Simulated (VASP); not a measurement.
# I (Fd-3m) in VASP: notebook

I is run at these levels: PBEsol; tasks: single point, relaxation of cell and atoms.

All numbers are computed with VASP 6.6.1; they aren't measurements. Logs are shortened: lines on timing, memory, paths and dates and some standing lists are left out, and cuts for length are marked.

## (1) The cell of the first run

Symmetry: Fd-3m, No. 227, cubic system. The conventional cell has a = 7.648 Å, b = 7.648 Å, c = 7.648 Å, α = 90.00°, β = 90.00°, γ = 90.00°. Within 4.4 Å of I (site symmetry -43m) lie 4 I at 3.31 Å.

## (2) Single point, PBEsol

Input file INCAR:

```
SYSTEM = I
PREC = Accurate
ENCUT = 520
EDIFF = 1E-6
ISMEAR = -1
SIGMA = 0.02
LREAL = .False.
LASPH = .True.
NELM = 80
ALGO = Normal
ISIF = 2
LWAVE = .False.
LCHARG = .True.
GGA = PS
LELF = .True.
LVHAR = .True.
NBANDS = 14
```

Input file KPOINTS:

```
Automatic mesh
0
Gamma
  6 6 6
  0 0 0
```

Input file POSCAR:

```
I
1.0
    0.0000000000      3.8238822812      3.8238822812
    3.8238822812      0.0000000000      3.8238822812
    3.8238822812      3.8238822812      0.0000000000
I
2
Direct
    0.0000000000      0.0000000000      0.0000000000
    0.2500000000      0.2500000000      0.2500000000
```

Potentials or basis: VASP PAW PBE potentials, release 64 (I).

On the command line:

```bash
cat potpaw_PBE.64/I/POTCAR > POTCAR
mpirun -np 1 vasp_std > vasp.out
```

OUTCAR:

```text
SYSTEM = I
   PREC = Accurate
   ENCUT = 520
   EDIFF = 1E-6
   ISMEAR = -1
   LREAL = .False.
   LASPH = .True.
   NELM = 80
   ISIF = 2
   GGA = PS

 ion  position               nearest neighbor table
   1  0.000  0.000  0.000-   2 3.31   2 3.31   2 3.31   2 3.31
   2  0.250  0.250  0.250-   1 3.31   1 3.31   1 3.31   1 3.31

  LATTYP: Found a face centered cubic cell.
 ALAT       =     7.6477645624

  Lattice vectors:

 A1 = (   0.0000000000,   3.8238822812,   3.8238822812)
 A2 = (   3.8238822812,   0.0000000000,   3.8238822812)
 A3 = (   3.8238822812,   3.8238822812,   0.0000000000)

Analysis of symmetry for initial positions (statically):
=====================================================================
 Subroutine PRICEL returns:
 Original cell was already a primitive cell.

 Routine SETGRP: Setting up the symmetry group for a
 face centered cubic supercell.

 Subroutine GETGRP returns: Found 48 space group operations
 (whereof 24 operations were pure point group operations)
 out of a pool of 48 trial point group operations.

The static configuration has the point symmetry T_d .
 The point group associated with its full space group is O_h .

Analysis of symmetry for dynamics (positions and initial velocities):
=====================================================================
 Subroutine PRICEL returns:
 Original cell was already a primitive cell.

 Routine SETGRP: Setting up the symmetry group for a
 face centered cubic supercell.

 Subroutine GETGRP returns: Found 48 space group operations
 (whereof 24 operations were pure point group operations)
 out of a pool of 48 trial point group operations.

The dynamic configuration has the point symmetry T_d .
 The point group associated with its full space group is O_h .

 Subroutine INISYM returns: Found 48 space group operations
 (whereof 24 operations are pure point group operations),
 and found     1 'primitive' translations

----------------------------------------------------------------------------------------

                                     Primitive cell

  volume of cell :     111.8262

  direct lattice vectors                    reciprocal lattice vectors
     0.000000000  3.823882281  3.823882281    -0.130757163  0.130757163  0.130757163
     3.823882281  0.000000000  3.823882281     0.130757163 -0.130757163  0.130757163
     3.823882281  3.823882281  0.000000000     0.130757163  0.130757163 -0.130757163

  length of vectors
     5.407786183  5.407786183  5.407786183     0.226478050  0.226478050  0.226478050

  position of ions in fractional coordinates (direct lattice)
     0.000000000  0.000000000  0.000000000
     0.250000000  0.250000000  0.250000000

  ion indices of the primitive-cell ions
   primitive index   ion index
                 1           1
                 2           2

----------------------------------------------------------------------------------------

 KPOINTS: Automatic mesh

Automatic generation of k-mesh.
 Grid dimensions read from file:
 generate k-points for:    6    6    6

 Generating k-lattice:

  Cartesian coordinates                     Fractional coordinates (reciprocal lattice)
    -0.021792861  0.021792861  0.021792861     0.166666667  0.000000000  0.000000000
     0.021792861 -0.021792861  0.021792861     0.000000000  0.166666667  0.000000000
     0.021792861  0.021792861 -0.021792861     0.000000000  0.000000000  0.166666667

  Length of vectors
     0.037746342  0.037746342  0.037746342

  Shift w.r.t. Gamma in fractional coordinates (k-lattice)
     0.000000000  0.000000000  0.000000000

 Subroutine IBZKPT returns following result:
 ===========================================

 Found     16 irreducible k-points:

 Following reciprocal coordinates:
            Coordinates               Weight
  0.000000  0.000000  0.000000      1.000000
  0.166667  0.000000  0.000000      8.000000
  0.333333  0.000000  0.000000      8.000000
  0.500000  0.000000  0.000000      4.000000
  0.166667  0.166667  0.000000      6.000000
  0.333333  0.166667  0.000000     24.000000
[... 8 lines left out ...]
 -0.333333  0.333333  0.166667     24.000000
 -0.333333  0.500000  0.166667     12.000000
   k-points           NKPTS =     16   k-points in BZ     NKDIM =     16   number of bands    NBANDS=     14
   number of dos      NEDOS =    301   number of ions     NIONS =      2
   total plane-waves  NPLWV =  64000
   dimension x,y,z NGX =    40 NGY =   40 NGZ =   40
   dimension x,y,z NGXF=    80 NGYF=   80 NGZF=   80
   ions per type =               2
   NGX,Y,Z   is equivalent  to a cutoff of  12.30, 12.30, 12.30 a.u.
   NGXF,Y,Z  is equivalent  to a cutoff of  24.59, 24.59, 24.59 a.u.
 SYSTEM =  I
   PREC   = accura    normal or accurate (medium, high low for compatibility)
   ISTART =      0    job   : 0-new  1-cont  2-samecut
   ICHARG =      2    charge: 1-file 2-atom 10-const
   ISPIN  =      1    spin polarized calculation?
   LNONCOLLINEAR =      F non collinear calculations
   LSORBIT =      F    spin-orbit coupling
   LASPH  =      T    aspherical Exc in radial PAW
   ENCUT  =  520.0 eV  38.22 Ry    6.18 a.u.  10.05 10.05 10.05*2*pi/ulx,y,z
   NELM   =     80;   NELMIN=  2; NELMDL= -5     # of ELM steps
   EDIFF  = 0.1E-05   stopping-criterion for ELM
   LREAL  =      F    real-space projection
   EDIFFG = 0.1E-04   stopping-criterion for IOM
   NSW    =      0    number of steps for IOM
   IBRION =     -1    ionic relax: 0-MD 1-quasi-New 2-CG
   NFREE  =      0    steps in history (QN), initial steepest desc. (CG)
   ISIF   =      2    stress and relaxation
   ISYM   =      2    0-nonsym 1-usesym 2-fastsym
   POTIM  = 0.5000    time-step for ionic-motion
   TEBEG  =    0.0;   TEEND  =   0.0 temperature during run
   PSTRESS=    0.0 pullay stress
   NELECT =      14.0000    total number of electrons
   NUPDOWN=      -1.0000    fix difference up-down
   EMIN   =  10.00;   EMAX   =-10.00  energy-range for DOS
   EFERMI =   0.00;   METHOD = LEGACY
   ISMEAR =    -1;   SIGMA  =   0.02  broadening in eV -4-tet -1-fermi 0-gaus
   EFERMI_NEDOS =   21; number of points for ismear=-14 and -15
   IALGO  =     38    algorithm
   IMIX   =      4    mixing-type and parameters
     AMIX     =   0.40;   BMIX     =  1.00
     AMIX_MAG =   1.60;   BMIX_MAG =  1.00
  volume/ion in A,a.u.               =      55.91       377.32
  Fermi-wavevector in a.u.,A,eV,Ry     =   0.818973  1.547635  9.125659  0.670717
  Thomas-Fermi vector in A             =   1.929695
   LORBIT       =      0    0 simple, 1 ext, 2 COOP (PROOUT), +10 PAW based schemes
   GGA     = PS    functional components
   LHFCALC =     F    Hartree Fock is set to
   AEXX    =    0.0000 exact exchange contribution
   IVDW    =     0    specifies the selected vdW correction
   LEPSILON=     F    determine dielectric tensor
   LRPA    =     F    only Hartree local field effects (RPA)
 non-spin polarized calculation
  energy-cutoff  :      520.00
  volume of cell :      111.83
 maximum number of plane-waves:      3042
   NGX = 21   NGY = 21   NGZ = 21

 number of electron      14.0000000 magnetization

 Free energy of the ion-electron system (eV)
  ---------------------------------------------------
  ext. energy  EPLUGINS =         0.00000000
  ---------------------------------------------------
  free energy    TOTEN  =        -2.30997073 eV

  energy without entropy =       -2.30284461  energy(sigma->0) =       -2.30640767

 E-fermi :   0.9130     XC(G=0):  -6.8006

 val. band max:        0.8944783985   @ k =  -0.3333   0.3333   0.0000
 cond. band min:       0.9414504143   @ k =  -0.3333   0.3333   0.1667
 fundamental gap:      0.0469720158
 Fermi energy:         0.9130243739

 k-point     1 :       0.0000    0.0000    0.0000
  band No.  band energies     occupation
      1     -12.3816      2.00000
      2     -10.1851      2.00000
      3      -1.9650      2.00000
      4      -1.9650      2.00000
      5      -1.9650      2.00000
      6      -0.0922      2.00000
      7      -0.0922      2.00000
      8      -0.0922      2.00000
      9       5.1657      0.00000
     10       7.5944      0.00000
     11       7.5944      0.00000
     12       9.0259      0.00000
     13       9.0259      0.00000
     14       9.0259      0.00000

 k-point     2 :       0.1667    0.0000    0.0000
  band No.  band energies     occupation
      1     -12.2936      2.00000
      2     -10.3264      2.00000
      3      -2.0793      2.00000
      4      -2.0793      2.00000
      5      -2.0451      2.00000
      6       0.0676      2.00000
      7       0.0788      2.00000
      8       0.0788      2.00000
      9       5.6417      0.00000
     10       7.3290      0.00000
     11       7.3290      0.00000
     12       8.7588      0.00000
     13       9.8094      0.00000
     14       9.8094      0.00000

 k-point     3 :       0.3333    0.0000    0.0000
  band No.  band energies     occupation
      1     -12.0722      2.00000
      2     -10.6505      2.00000
      3      -2.2654      2.00000
      4      -2.2654      2.00000
      5      -2.2295      2.00000
      6       0.3736      2.00000
      7       0.3736      2.00000
      8       0.5148      2.00000
      9       6.4662      0.00000
     10       7.3435      0.00000
     11       7.3435      0.00000
     12       8.1625      0.00000
     13       9.5816      0.00000
     14       9.7807      0.00000
[... 188 lines left out ...]
 k-point    15 :      -0.3333    0.3333    0.1667
  band No.  band energies     occupation
      1     -11.6730      2.00000
      2     -11.1438      2.00000
      3      -2.8782      2.00000
      4      -2.6187      2.00000
      5      -1.2811      2.00000
      6      -0.2770      2.00000
      7       0.9415      0.38892
      8       1.1426      0.00002
      9       6.2810      0.00000
     10       6.6451      0.00000
     11       8.0203      0.00000
     12       9.0502      0.00000
     13       9.5751      0.00000
     14      10.7612      0.00000

 k-point    16 :      -0.3333    0.5000    0.1667
  band No.  band energies     occupation
      1     -11.4159      2.00000
      2     -11.4159      2.00000
      3      -2.7977      2.00000
      4      -2.7977      2.00000
      5      -0.8233      2.00000
      6      -0.8233      2.00000
      7       1.1840      0.00000
      8       1.1840      0.00000
      9       6.3578      0.00000
     10       6.3578      0.00000
     11       8.7278      0.00000
     12       8.7278      0.00000
     13      10.5942      0.00000
     14      10.5956      0.00000

------------------------ aborting loop because EDIFF is reached ----------------------------------------

  FORCE on cell =-STRESS in cart. coord.  units (eV):
  Direction    XX          YY          ZZ          XY          YZ          ZX
  --------------------------------------------------------------------------------------
  -------------------------------------------------------------------------------------
  Total        0.0158833      0.0158833      0.0158833      0.0000000      0.0000000      0.0000000
  in kB        0.2275669      0.2275669      0.2275669      0.0000000      0.0000000      0.0000000
  external PRESSURE =       0.2275669 kB  Pullay stress =       0.0000000 kB

 VOLUME and BASIS-vectors are now :
 -----------------------------------------------------------------------------
  energy-cutoff  :      520.00
  volume of cell :      111.83
      direct lattice vectors                 reciprocal lattice vectors
     0.000000000  3.823882281  3.823882281    -0.130757163  0.130757163  0.130757163
     3.823882281  0.000000000  3.823882281     0.130757163 -0.130757163  0.130757163
     3.823882281  3.823882281  0.000000000     0.130757163  0.130757163 -0.130757163

 POSITION                                       TOTAL-FORCE (eV/Angst)
 -----------------------------------------------------------------------------------
      0.00000      0.00000      0.00000         0.000000      0.000000      0.000000
      1.91194      1.91194      1.91194        -0.000000     -0.000000     -0.000000
 -----------------------------------------------------------------------------------
    total drift:                               -0.000000     -0.000000      0.000000

  FREE ENERGIE OF THE ION-ELECTRON SYSTEM (eV)
  ---------------------------------------------------
  free  energy   TOTEN  =        -2.3099707253 eV

  energy  without entropy=       -2.3028446063  energy(sigma->0) =       -2.30640767
```

Run time: 18 s. Hardware: 1 thread of Intel Xeon Platinum 8259CL at 2.50GHz (Skylake/Cascade Lake), shared host; peak memory 0.24 GiB.

Results:

| Item | Value |
| --- | --- |
| Free energy | -2.3100 eV |
| Pressure | 0.0 GPa |
| Band gap on the k mesh | zero (bands 7 and 8 overlap by 1.39 eV) |

Caveat: the PAW data sets were made with another functional, which shifts forces and pressure a little; spin-orbit coupling is left out, which moves the levels of the heavy elements.

## (3) Relaxation of cell and atoms, PBEsol

This run uses another cell than the first one, of 42.69 Å³/atom.

Input file INCAR:

```
SYSTEM = I
PREC = Accurate
ENCUT = 600
EDIFF = 1E-6
ISMEAR = -1
SIGMA = 0.02
LREAL = .FALSE.
LASPH = .TRUE.
NELM = 80
ALGO = Normal
ISIF = 3
LWAVE = .FALSE.
LCHARG = .FALSE.
GGA = PS
IBRION = 2
NSW = 80
EDIFFG = -0.03
```

Input file KPOINTS:

```
regular mesh
0
G
  6 6 6
  0 0 0
```

Input file POSCAR:

```
I
1.0
    0.0000000000      3.4950000000      3.4950000000
    3.4950000000      0.0000000000      3.4950000000
    3.4950000000      3.4950000000      0.0000000000
I
2
Direct
    0.0000000000      0.0000000000      0.0000000000
    0.2500000000      0.2500000000      0.2500000000
```

Potentials or basis: VASP PAW PBE potentials, release 64 (I).

On the command line:

```bash
cat potpaw_PBE.64/I/POTCAR > POTCAR
mpirun -np 1 vasp_std > vasp.out
```

OUTCAR:

```text
SYSTEM = I
   PREC = Accurate
   ENCUT = 600
   EDIFF = 1E-6
   ISMEAR = -1
   LREAL = .FALSE.
   LASPH = .TRUE.
   NELM = 80
   ISIF = 3
   GGA = PS
   IBRION = 2
   NSW = 80
   EDIFFG = -0.03

 ion  position               nearest neighbor table
   1  0.000  0.000  0.000-   2 3.03   2 3.03   2 3.03   2 3.03
   2  0.250  0.250  0.250-   1 3.03   1 3.03   1 3.03   1 3.03

  LATTYP: Found a face centered cubic cell.
 ALAT       =     6.9900000000

  Lattice vectors:

 A1 = (   0.0000000000,   3.4950000000,   3.4950000000)
 A2 = (   3.4950000000,   0.0000000000,   3.4950000000)
 A3 = (   3.4950000000,   3.4950000000,   0.0000000000)

Analysis of symmetry for initial positions (statically):
=====================================================================
 Subroutine PRICEL returns:
 Original cell was already a primitive cell.

 Routine SETGRP: Setting up the symmetry group for a
 face centered cubic supercell.

 Subroutine GETGRP returns: Found 48 space group operations
[... 211 lines left out ...]
 k-point     1 :       0.0000    0.0000    0.0000
  band No.  band energies     occupation
      1     -12.3749      2.00000
      2     -10.1699      2.00000
      3      -1.9565      2.00000
      4      -1.9565      2.00000
      5      -1.9565      2.00000
      6      -0.0801      2.00000
      7      -0.0801      2.00000
      8      -0.0801      2.00000
      9       5.1799      0.00000
     10       7.6055      0.00000
     11       7.6055      0.00000
[... 197 lines left out ...]
 k-point    16 :      -0.3333    0.5000    0.1667
  band No.  band energies     occupation
      1     -11.4059      2.00000
      2     -11.4059      2.00000
      3      -2.7914      2.00000
      4      -2.7914      2.00000
      5      -0.8113      2.00000
      6      -0.8113      2.00000
      7       1.2002      0.00000
      8       1.2002      0.00000
      9       6.3702      0.00000
     10       6.3702      0.00000
     11       8.7411      0.00000

------------------------ aborting loop because EDIFF is reached ----------------------------------------

  FORCE on cell =-STRESS in cart. coord.  units (eV):
  Direction    XX          YY          ZZ          XY          YZ          ZX
  --------------------------------------------------------------------------------------
  -------------------------------------------------------------------------------------
  Total        0.0363176      0.0363176      0.0363176     -0.0000000      0.0000000      0.0000000
  in kB        0.5212225      0.5212225      0.5212225     -0.0000000      0.0000000      0.0000000
  external PRESSURE =       0.5212225 kB  Pullay stress =       0.0000000 kB

 VOLUME and BASIS-vectors are now :
 -----------------------------------------------------------------------------
  energy-cutoff  :      600.00
  volume of cell :      111.64
      direct lattice vectors                 reciprocal lattice vectors
     0.000000000  3.821715809  3.821715809    -0.130831288  0.130831288  0.130831288
     3.821715809  0.000000000  3.821715809     0.130831288 -0.130831288  0.130831288
     3.821715809  3.821715809  0.000000000     0.130831288  0.130831288 -0.130831288

 POSITION                                       TOTAL-FORCE (eV/Angst)
 -----------------------------------------------------------------------------------
      3.82172      7.64343      3.82172         0.000000      0.000000     -0.000000
      1.91086      1.91086      1.91086        -0.000000     -0.000000      0.000000
 -----------------------------------------------------------------------------------
    total drift:                               -0.000000     -0.000000      0.000000

  FREE ENERGIE OF THE ION-ELECTRON SYSTEM (eV)
  ---------------------------------------------------
  free  energy   TOTEN  =        -2.3091952704 eV

  energy  without entropy=       -2.3020865327  energy(sigma->0) =       -2.30564090

 reached required accuracy - stopping structural energy minimisation
```

Wall time 30 s (1 thread of Intel Xeon Platinum 8259CL at 2.50GHz (Skylake/Cascade Lake), shared host); peak memory 0.23 GiB.

Results:

```yaml
Free_energy: -2.3092 eV
Relaxed_volume: 55.82 Å³/atom
Relaxed_cell: a = 5.405 Å, b = 5.405 Å, c = 5.405 Å, α = 60.00°, β = 60.00°, γ = 60.00°
Space_group_after_relaxing_to_0.1_Å: Fd-3m (No. 227)
Energy_gained_by_relaxing: 233.5 meV/atom
Ionic_steps: 2
Pressure_after_relaxing: 0.1 GPa
Band_gap_on_the_k_mesh: zero (bands 7 and 8 overlap by 1.40 eV)
```

The path:
| step | energy change (eV) | largest force (eV/Å) | pressure (GPa) | volume (Å³) |
| --- | --- | --- | --- | --- |
| 1 | 0.0000 | 0.0000 | 7.27 | 85.38 |
| 2 | -0.4670 | 0.0000 | 0.05 | 111.64 |

Final structure:
```
I
1.0
     0.00000    3.82172    3.82172
     3.82172    0.00000    3.82172
     3.82172    3.82172    0.00000
I
2
Cartesian
  3.8217 7.6434 3.8217
  1.9109 1.9109 1.9109
```

Levels at points of the mesh, in eV from the Fermi level:
```tsv
k point	band 4	band 5	band 6	band 7	band 8	band 9	band 10	band 11
(0.00, 0.00, 0.00)	-2.88	-2.88	-1.01	-1.01	-1.01	4.25	6.68	6.68
(0.50, 0.00, 0.00)	-3.27	-3.25	-0.41	-0.41	-0.11	6.08	6.24	6.76
(0.50, 0.50, 0.00)	-3.66	-1.90	-1.90	0.39	0.39	5.51	5.51	8.03
```

Caveat: the volume moved by over 15 % at a fixed basis, so the end points are rough; the PAW data sets were made with another functional, which shifts forces and pressure a little; spin-orbit coupling is left out, which moves the levels of the heavy elements.

(Part 1 of 3 ends here.)
